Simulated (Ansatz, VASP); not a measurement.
## MoS2: VASP beside Ansatz

The input INCAR:

```
SYSTEM = MoS2
PREC = Accurate
ENCUT = 520
EDIFF = 1E-8
ISMEAR = -1
SIGMA = 0.03
LREAL = .False.
LASPH = .True.
NELM = 100
ALGO = Normal
ISIF = 2
LWAVE = .False.
LCHARG = .False.
GGA = PE
LEFG = .True.
NBANDS = 35
```

Contents of KPOINTS:

```
Automatic mesh
0
Gamma
  6 6 10
  0 0 0
```

Contents of POSCAR:

```
MoS2
1.0
    5.7553207414      0.0000000000      0.0000000000
    0.0000000000      5.7553207414      0.0000000000
    0.0000000000      0.0000000000      3.1667370304
Mo S
2 4
Direct
    0.0000000000      0.0000000000      0.0000000000
    0.5000000000      0.5000000000      0.5000000000
    0.2870085415      0.2870085415      0.0000000000
    0.7129914585      0.7129914585      0.0000000000
    0.7870085415      0.2129914585      0.5000000000
    0.2129914585      0.7870085415      0.5000000000
```

Input for Ansatz:

```yaml
crystal:
  lattice:
    - [5.7553207414, 0.0, 0.0]
    - [0.0, 5.7553207414, 0.0]
    - [0.0, 0.0, 3.1667370304]
  atoms:
    - { symbol: Mo, position: [0.0, 0.0, 0.0] }
    - { symbol: Mo, position: [0.5, 0.5, 0.5] }
    - { symbol: S, position: [0.2870085415, 0.2870085415, 0.0] }
    - { symbol: S, position: [0.7129914585, 0.7129914585, 0.0] }
    - { symbol: S, position: [0.7870085415, 0.2129914585, 0.5] }
    - { symbol: S, position: [0.2129914585, 0.7870085415, 0.5] }
kpoints:
  mp_grid: { grid: [6, 6, 10] }
scf:
  occupations: { method: fermi_dirac, width: 0.03 }
hamiltonian:
  xc: pbe
  pseudopotentials: { kind: paw }
output:
  forces: true
  stress: true
  eigenvalues: true
  efg: { contact_densities: true }
```

Change from the starting cell: volume scaled by 0.9405, PAW files.

Alike in both runs: task electric field gradients; functional PBE; k mesh 6 × 6 × 10; occupations fermi-dirac, width 0.03 eV; no spin polarisation.

|  | VASP | Ansatz |
| --- | --- | --- |
| version | VASP 6.6.1 | Ansatz 0.2.0 |
| potentials or method | VASP PAW PBE potentials, release 64 (Mo_sv, S) | PAW with Ansatz's default frozen-core files, scalar-relativistic |
| plane-wave cutoff (eV) | 520 | 420 |
| valence electrons in the cell | 52 | 52 |

```csv
,VASP,Ansatz,Ansatz less VASP
pressure (GPa),9.5,9.6,+0.06
"traceless stress, the component that is largest in VASP (GPa)",-0.41,-0.37,+0.039
rms of the force components (eV/Å),0.143,0.143,+0.0001
size of Vzz on the site where it differs most (V/Å²),66.0,63.2,-2.80
```

Atom by atom the forces differ by 0.000 eV/Å (rms over components). With one functional, cell and mesh, what is left measures potentials, basis and numerics.
